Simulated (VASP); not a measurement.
# K (P6_3/mmc) in VASP: a series of runs

K is run at these levels: r2SCAN, r2SCAN0; tasks: single point.

Program: VASP 6.6.1. These are calculated values, not measurements. Logs are shortened: lines on timing, memory, paths and dates and some standing lists are left out, and cuts for length are marked.

## 1. The cell of the first run

Symmetry: P6_3/mmc, No. 194, hexagonal system. The conventional cell has a = 4.765 Å, b = 4.765 Å, c = 7.782 Å, α = 90.00°, β = 90.00°, γ = 120.00°.

This isn't the form of K at room conditions, which is bcc.

## 2. Single point, r2SCAN

Input file POSCAR:

```
K
1.0
    4.7652555925      0.0000000000      0.0000000000
   -2.3826277962      4.1268323986      0.0000000000
    0.0000000000      0.0000000000      7.7819606179
K
2
Direct
    0.3333333333      0.6666666667      0.2500000000
    0.6666666667      0.3333333333      0.7500000000
```

Input file INCAR.step1:

```
ALGO = Normal
EDIFF = 1E-4
ENCUT = 520
GGA = PE
ISMEAR = -1
LASPH = T
LCHARG = F
LREAL = F
LWAVE = T
NBANDS = 16
NELM = 100
PREC = Accurate
SIGMA = 0.1
```

Input file INCAR.step2:

```
ALGO = Normal
EDIFF = 1E-6
ENCUT = 520
ISIF = 2
ISMEAR = -1
ISTART = 1
LASPH = T
LCHARG = F
LMIXTAU = T
LREAL = F
LWAVE = F
METAGGA = R2SCAN
NBANDS = 16
NELM = 100
PREC = Accurate
SIGMA = 0.1
```

Input file KPOINTS:

```
k-points
0
Gamma
  4 4 2
```

Potentials or basis: VASP PAW PBE potentials, release 64 (K_sv).

The run is started by

```console
cat potpaw_PBE.64/K_sv/POTCAR > POTCAR
cp INCAR.step1 INCAR
mpirun -np 1 vasp_std > vasp.out
cp INCAR.step2 INCAR
mpirun -np 1 vasp_std > vasp.out
```

OUTCAR:

```text
EDIFF = 1E-6
   ENCUT = 520
   ISIF = 2
   ISMEAR = -1
   ISTART = 1
   LASPH = T
   LREAL = F
   METAGGA = R2SCAN
   NELM = 100
   PREC = Accurate

 ion  position               nearest neighbor table
   1  0.333  0.667  0.250-
   2  0.667  0.333  0.750-

  LATTYP: Found a hexagonal cell.
 ALAT       =     4.7652555925
 C/A-ratio  =     1.6330625854

  Lattice vectors:

 A1 = (   4.7652555925,   0.0000000000,   0.0000000000)
 A2 = (  -2.3826277962,   4.1268323986,   0.0000000000)
 A3 = (   0.0000000000,   0.0000000000,   7.7819606179)

Analysis of symmetry for initial positions (statically):
=====================================================================
 Subroutine PRICEL returns:
 Original cell was already a primitive cell.

 Routine SETGRP: Setting up the symmetry group for a
 hexagonal supercell.

 Subroutine GETGRP returns: Found 24 space group operations
 (whereof 12 operations were pure point group operations)
 out of a pool of 24 trial point group operations.

The static configuration has the point symmetry D_3d.
 The point group associated with its full space group is D_6h.

Analysis of symmetry for dynamics (positions and initial velocities):
=====================================================================
 Subroutine PRICEL returns:
 Original cell was already a primitive cell.

 Routine SETGRP: Setting up the symmetry group for a
 hexagonal supercell.

 Subroutine GETGRP returns: Found 24 space group operations
 (whereof 12 operations were pure point group operations)
 out of a pool of 24 trial point group operations.

The dynamic configuration has the point symmetry D_3d.
 The point group associated with its full space group is D_6h.

 Subroutine INISYM returns: Found 24 space group operations
 (whereof 12 operations are pure point group operations),
 and found     1 'primitive' translations

----------------------------------------------------------------------------------------

                                     Primitive cell

  volume of cell :     153.0355

  direct lattice vectors                    reciprocal lattice vectors
     4.765255592  0.000000000  0.000000000     0.209852332  0.121158301  0.000000000
    -2.382627796  4.126832399  0.000000000     0.000000000  0.242316601  0.000000000
     0.000000000  0.000000000  7.781960618     0.000000000  0.000000000  0.128502321

  length of vectors
     4.765255592  4.765255592  7.781960618     0.242316601  0.242316601  0.128502321

  position of ions in fractional coordinates (direct lattice)
     0.333333333  0.666666667  0.250000000
     0.666666667  0.333333333  0.750000000

  ion indices of the primitive-cell ions
   primitive index   ion index
                 1           1
                 2           2

----------------------------------------------------------------------------------------

 KPOINTS: k-points

Automatic generation of k-mesh.
 Grid dimensions read from file:
 generate k-points for:    4    4    2

 Generating k-lattice:

  Cartesian coordinates                     Fractional coordinates (reciprocal lattice)
     0.052463083  0.030289575  0.000000000     0.250000000  0.000000000  0.000000000
     0.000000000  0.060579150  0.000000000     0.000000000  0.250000000  0.000000000
     0.000000000  0.000000000  0.064251160     0.000000000  0.000000000  0.500000000

  Length of vectors
     0.060579150  0.060579150  0.064251160

  Shift w.r.t. Gamma in fractional coordinates (k-lattice)
     0.000000000  0.000000000  0.000000000

 Subroutine IBZKPT returns following result:
 ===========================================

 Found      8 irreducible k-points:

 Following reciprocal coordinates:
            Coordinates               Weight
  0.000000  0.000000  0.000000      1.000000
  0.250000  0.000000  0.000000      6.000000
  0.500000  0.000000  0.000000      3.000000
  0.250000  0.250000  0.000000      6.000000
  0.000000  0.000000  0.500000      1.000000
  0.250000  0.000000  0.500000      6.000000
  0.500000  0.000000  0.500000      3.000000
  0.250000  0.250000  0.500000      6.000000
   k-points           NKPTS =      8   k-points in BZ     NKDIM =      8   number of bands    NBANDS=     16
   number of dos      NEDOS =    301   number of ions     NIONS =      2
   total plane-waves  NPLWV =  77760
   dimension x,y,z NGX =    36 NGY =   36 NGZ =   60
   dimension x,y,z NGXF=    72 NGYF=   72 NGZF=  120
   ions per type =               2
   NGX,Y,Z   is equivalent  to a cutoff of  12.56, 12.56, 12.82 a.u.
   NGXF,Y,Z  is equivalent  to a cutoff of  25.12, 25.12, 25.64 a.u.
 SYSTEM =  unknown system
   PREC   = accura    normal or accurate (medium, high low for compatibility)
   ISTART =      1    job   : 0-new  1-cont  2-samecut
   ICHARG =      0    charge: 1-file 2-atom 10-const
   ISPIN  =      1    spin polarized calculation?
   LNONCOLLINEAR =      F non collinear calculations
   LSORBIT =      F    spin-orbit coupling
   LASPH  =      T    aspherical Exc in radial PAW
   ENCUT  =  520.0 eV  38.22 Ry    6.18 a.u.   8.86  8.86 14.47*2*pi/ulx,y,z
   NELM   =    100;   NELMIN=  2; NELMDL=  0     # of ELM steps
   EDIFF  = 0.1E-05   stopping-criterion for ELM
   LREAL  =      F    real-space projection
   EDIFFG = 0.1E-04   stopping-criterion for IOM
   NSW    =      0    number of steps for IOM
   IBRION =     -1    ionic relax: 0-MD 1-quasi-New 2-CG
   NFREE  =      0    steps in history (QN), initial steepest desc. (CG)
   ISIF   =      2    stress and relaxation
   ISYM   =      2    0-nonsym 1-usesym 2-fastsym
   POTIM  = 0.5000    time-step for ionic-motion
   TEBEG  =    0.0;   TEEND  =   0.0 temperature during run
   PSTRESS=    0.0 pullay stress
   NELECT =      18.0000    total number of electrons
   NUPDOWN=      -1.0000    fix difference up-down
   EMIN   =  10.00;   EMAX   =-10.00  energy-range for DOS
   EFERMI =   0.00;   METHOD = LEGACY
   ISMEAR =    -1;   SIGMA  =   0.10  broadening in eV -4-tet -1-fermi 0-gaus
   EFERMI_NEDOS =   21; number of points for ismear=-14 and -15
   IALGO  =     38    algorithm
   IMIX   =      4    mixing-type and parameters
     AMIX     =   0.40;   BMIX     =  1.00
     AMIX_MAG =   1.60;   BMIX_MAG =  1.00
  volume/ion in A,a.u.               =      76.52       516.37
  Fermi-wavevector in a.u.,A,eV,Ry     =   0.802112  1.515772  8.753765  0.643384
  Thomas-Fermi vector in A             =   1.909727
   LORBIT       =      0    0 simple, 1 ext, 2 COOP (PROOUT), +10 PAW based schemes
   METAGGA = R2SCAN    functional components
   LHFCALC =     F    Hartree Fock is set to
   AEXX    =    0.0000 exact exchange contribution
   IVDW    =     0    specifies the selected vdW correction
   LEPSILON=     F    determine dielectric tensor
   LRPA    =     F    only Hartree local field effects (RPA)
 non-spin polarized calculation
  energy-cutoff  :      520.00
  volume of cell :      153.04
 maximum number of plane-waves:      4144
 NGX is ok and might be reduce to    36
   NGX = 17   NGY = 17   NGZ = 29

 number of electron      18.0000002 magnetization

 Free energy of the ion-electron system (eV)
  ---------------------------------------------------
  ext. energy  EPLUGINS =         0.00000000
  ---------------------------------------------------
  free energy    TOTEN  =       -12.03146694 eV

  energy without entropy =      -11.96165185  energy(sigma->0) =      -11.99655940

 E-fermi :  -0.0126     XC(G=0):  -5.8107

 val. band max:       -0.5176474008   @ k =   0.2500   0.2500   0.0000
 cond. band min:       0.0377741751   @ k =   0.5000   0.0000   0.0000
 fundamental gap:      0.5554215760
 Fermi energy:        -0.0126004026

 k-point     1 :       0.0000    0.0000    0.0000
  band No.  band energies     occupation
      1     -33.8254      2.00000
      2     -33.8221      2.00000
      3     -16.5608      2.00000
      4     -16.5073      2.00000
      5     -16.5073      2.00000
      6     -16.5011      2.00000
      7     -16.4992      2.00000
      8     -16.4991      2.00000
      9      -2.4018      2.00000
     10       0.3023      0.08230
     11       0.3195      0.06969
     12       4.3143      0.00000
     13       4.3144      0.00000
     14       4.4090      0.00000
     15       4.7459      0.00000
     16       4.7460      0.00000

 k-point     2 :       0.2500    0.0000    0.0000
  band No.  band energies     occupation
      1     -33.8239      2.00000
      2     -33.8215      2.00000
      3     -16.5500      2.00000
      4     -16.5301      2.00000
      5     -16.5220      2.00000
      6     -16.5143      2.00000
      7     -16.5057      2.00000
      8     -16.5031      2.00000
      9      -1.7410      2.00000
     10       0.7014      0.00158
     11       0.9328      0.00016
     12       2.4731      0.00000
     13       3.5351      0.00000
     14       3.8529      0.00000
     15       4.6049      0.00000
     16       4.6146      0.00000

 k-point     3 :       0.5000    0.0000    0.0000
  band No.  band energies     occupation
      1     -33.8221      2.00000
      2     -33.8211      2.00000
      3     -16.5533      2.00000
      4     -16.5439      2.00000
      5     -16.5343      2.00000
      6     -16.5209      2.00000
      7     -16.5150      2.00000
      8     -16.5074      2.00000
      9       0.0378      0.75332
     10       0.0489      0.70167
     11       1.6011      0.00000
     12       2.0027      0.00000
     13       2.2827      0.00000
     14       2.7946      0.00000
     15       4.2291      0.00000
     16       5.0766      0.00000

 k-point     4 :       0.2500    0.2500    0.0000
  band No.  band energies     occupation
      1     -33.8221      2.00000
      2     -33.8210      2.00000
      3     -16.5434      2.00000
      4     -16.5394      2.00000
      5     -16.5345      2.00000
      6     -16.5256      2.00000
      7     -16.5173      2.00000
      8     -16.5149      2.00000
      9      -0.5176      1.98727
     10       1.3817      0.00000
     11       1.3936      0.00000
     12       1.4631      0.00000
     13       2.6837      0.00000
     14       3.1240      0.00000
     15       3.1624      0.00000
     16       4.4092      0.00000

 k-point     5 :       0.0000    0.0000    0.5000
  band No.  band energies     occupation
      1     -33.8238      2.00000
      2     -33.8238      2.00000
      3     -16.5312      2.00000
      4     -16.5312      2.00000
      5     -16.5033      2.00000
      6     -16.5033      2.00000
      7     -16.5033      2.00000
      8     -16.5033      2.00000
      9      -1.6609      2.00000
     10      -1.6609      2.00000
     11       2.8232      0.00000
     12       2.8232      0.00000
     13       4.3653      0.00000
     14       4.3653      0.00000
     15       4.3653      0.00000
     16       4.3653      0.00000

 k-point     6 :       0.2500    0.0000    0.5000
  band No.  band energies     occupation
      1     -33.8227      2.00000
      2     -33.8227      2.00000
      3     -16.5388      2.00000
      4     -16.5388      2.00000
      5     -16.5152      2.00000
      6     -16.5152      2.00000
      7     -16.5087      2.00000
      8     -16.5087      2.00000
      9      -1.0370      1.99993
     10      -1.0370      1.99993
     11       2.6663      0.00000
     12       2.6663      0.00000
     13       3.2325      0.00000
     14       3.2325      0.00000
     15       4.5323      0.00000
     16       4.5323      0.00000

 k-point     7 :       0.5000    0.0000    0.5000
  band No.  band energies     occupation
      1     -33.8216      2.00000
      2     -33.8216      2.00000
      3     -16.5568      2.00000
      4     -16.5568      2.00000
      5     -16.5165      2.00000
      6     -16.5165      2.00000
      7     -16.5141      2.00000
      8     -16.5141      2.00000
      9       0.5494      0.00722
     10       0.5494      0.00722
     11       0.7120      0.00142
     12       0.7120      0.00142
     13       3.2222      0.00000
     14       3.2222      0.00000
     15       4.5493      0.00000
     16       4.5493      0.00000

 k-point     8 :       0.2500    0.2500    0.5000
  band No.  band energies     occupation
      1     -33.8216      2.00000
      2     -33.8216      2.00000
      3     -16.5491      2.00000
      4     -16.5491      2.00000
      5     -16.5265      2.00000
      6     -16.5265      2.00000
      7     -16.5119      2.00000
      8     -16.5119      2.00000
      9       0.1088      0.45816
     10       0.1088      0.45816
     11       1.7660      0.00000
     12       1.7660      0.00000
     13       2.3993      0.00000
     14       2.3993      0.00000
     15       4.3971      0.00000
     16       4.3971      0.00000

------------------------ aborting loop because EDIFF is reached ----------------------------------------

  FORCE on cell =-STRESS in cart. coord.  units (eV):
  Direction    XX          YY          ZZ          XY          YZ          ZX
  --------------------------------------------------------------------------------------
  -------------------------------------------------------------------------------------
  Total        0.1861110      0.1861110     -0.3149734      0.0000000      0.0000000      0.0000000
  in kB        1.9484557      1.9484557     -3.2975578      0.0000000      0.0000000      0.0000000
  external PRESSURE =       0.1997845 kB  Pullay stress =       0.0000000 kB

 VOLUME and BASIS-vectors are now :
 -----------------------------------------------------------------------------
  energy-cutoff  :      520.00
  volume of cell :      153.04
      direct lattice vectors                 reciprocal lattice vectors
     4.765255592  0.000000000  0.000000000     0.209852332  0.121158301  0.000000000
    -2.382627796  4.126832399  0.000000000     0.000000000  0.242316601  0.000000000
     0.000000000  0.000000000  7.781960618     0.000000000  0.000000000  0.128502321

 POSITION                                       TOTAL-FORCE (eV/Angst)
 -----------------------------------------------------------------------------------
     -0.00000      2.75122      1.94549         0.000000     -0.000000      0.000000
      2.38263      1.37561      5.83647        -0.000000      0.000000      0.000000
 -----------------------------------------------------------------------------------
    total drift:                                0.000000     -0.000000      0.000000

  FREE ENERGIE OF THE ION-ELECTRON SYSTEM (eV)
  ---------------------------------------------------
  free  energy   TOTEN  =       -12.0314669393 eV

  energy  without entropy=      -11.9616518542  energy(sigma->0) =      -11.99655940
```

Run time: 2.9 min. Hardware: 1 thread of Intel Xeon 8259CL, shared host; peak memory 0.28 GiB.

Results:

| Quantity | Value |
| --- | --- |
| Free energy | -12.0315 eV |
| Pressure | 0.0 GPa |
| Band gap on the k mesh | zero (bands 9 and 10 overlap by 2.21 eV) |

Caveat: the k points lie up to 0.40 Å⁻¹ apart, too coarse for converged energies and pressures of a metal; the PAW data sets were made with another functional, which shifts forces and pressure a little.

## 3. Single point, r2SCAN0

POSCAR is that of step 2.

Input file INCAR.step1:

```
SYSTEM = K
ALGO     = Normal         ! electronic algorithm
EDIFF    = 1E-5           ! SCF threshold, eV
ENCUT    = 520            ! plane-wave cutoff, eV
GGA      = PE             ! functional
ISIF     = 2              ! what is computed and relaxed
ISMEAR   = -1             ! smearing method
LASPH    = .True.         ! aspherical terms in the spheres
LREAL    = .False.        ! projectors in reciprocal space
LWAVE    = .True.         ! write WAVECAR
NBANDS   = 16             ! bands
NELM     = 100            ! most SCF steps
PREC     = Accurate       ! precision mode
SIGMA    = 0.1            ! smearing width, eV
```

Input file INCAR.step2:

```
SYSTEM = K
AEXX     = 0.25           ! exact-exchange fraction
ALGO     = Normal         ! electronic algorithm
EDIFF    = 1E-7           ! SCF threshold, eV
ENCUT    = 520            ! plane-wave cutoff, eV
ISIF     = 2              ! what is computed and relaxed
ISMEAR   = -1             ! smearing method
ISTART   = 1            
LASPH    = .True.         ! aspherical terms in the spheres
LCHARG   = .True.         ! write CHGCAR
LELF     = .True.         ! ELF
LHFCALC  = .True.         ! exact exchange
LMIXTAU  = .True.       
LREAL    = .False.        ! projectors in reciprocal space
LVHAR    = .True.       
LWAVE    = .False.        ! write WAVECAR
METAGGA  = R2SCAN         ! meta-GGA
NBANDS   = 16             ! bands
NELM     = 100            ! most SCF steps
PREC     = Accurate       ! precision mode
PRECFOCK = Normal       
SIGMA    = 0.1            ! smearing width, eV
```

Input file KPOINTS:

```
k-points
0
Gamma
  4 4 2
  0 0 0
```

Potentials or basis: VASP PAW PBE potentials, release 64 (K_sv).

The run is started by

```console
cat potpaw_PBE.64/K_sv/POTCAR > POTCAR
cp INCAR.step1 INCAR
mpirun -np 1 vasp_std > vasp.out
cp INCAR.step2 INCAR
mpirun -np 1 vasp_std > vasp.out
```

Wall time 36 min (1 thread of Intel Xeon 8259CL, shared host); peak memory 0.32 GiB.

It converged, with:

* Free energy: -10.0020 eV
* Pressure: 0.0 GPa
* Band gap on the k mesh: zero (bands 9 and 10 overlap by 3.17 eV)

Stress tensor (GPa, compression positive):
```
 0.33  0.00  0.00
 0.00  0.33  0.00
 0.00  0.00 -0.60
```

Levels at points of the mesh, in eV from the Fermi level:
| k point | band 7 | band 8 | band 9 | band 10 | band 11 | band 12 |
| --- | --- | --- | --- | --- | --- | --- |
| (0.00, 0.00, 0.00) | -18.34 | -18.34 | -3.18 | 0.68 | 0.69 | 5.04 |
| (0.50, 0.00, 0.00) | -18.35 | -18.35 | -0.17 | -0.10 | 2.17 | 2.60 |
| (0.00, 0.00, 0.50) | -18.34 | -18.34 | -2.25 | -2.25 | 3.43 | 3.43 |
| (0.50, 0.00, 0.50) | -18.35 | -18.35 | 0.92 | 0.92 | 1.07 | 1.07 |

Caveat: the k points lie up to 0.40 Å⁻¹ apart, too coarse for converged energies and pressures of a metal; the PAW data sets were made with another functional, which shifts forces and pressure a little.
